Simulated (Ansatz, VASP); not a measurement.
## One calculation of ScOs3, two programs

```
Sc Os
1.0
     5.01954    0.00000    0.00000
     0.00000    5.01954    0.00000
     0.00000    0.00000    5.01954
Sc Os
2 6
Direct
  0.00000 0.00000 0.00000
  0.50000 0.50000 0.50000
  0.00000 0.50000 0.25000
  0.00000 0.50000 0.75000
  0.25000 0.00000 0.50000
  0.75000 0.00000 0.50000
  0.50000 0.75000 0.00000
  0.50000 0.25000 0.00000
```

Alike in both runs: functional PBE; k mesh 4 × 4 × 4; occupations gaussian, width 0.1 eV; no spin polarisation.

Ansatz relaxed the structure, and its values are those at the end. VASP's run is a single point on that final structure, the one shown.

|  | VASP | Ansatz |
| --- | --- | --- |
| version | VASP 6.6.1 | Ansatz 0.2.0 |
| potentials or method | VASP PAW PBE potentials, release 64 (Sc_sv, Os), cutoff 600 eV | scalar-relativistic, plane waves, PAW |
| valence electrons in the cell | 70 | 118 |

Ansatz gave:

```
gap on the k mesh at the Fermi level (eV) : none
pressure (GPa)                            : 0.0
```

**Question.** Estimate VASP's values.

**Answer.** gap on the k mesh at the Fermi level (eV): none; pressure (GPa): 0.1.

A gap of «none» marks a metal or a gap that the smearing closes. The functional is the same, so the differences come from potentials, cutoffs and numerics. VASP's potentials hold 70 valence electrons a cell and Ansatz's 118, so a difference there can come from the potentials and not from the codes.

Spin-orbit coupling is off throughout.
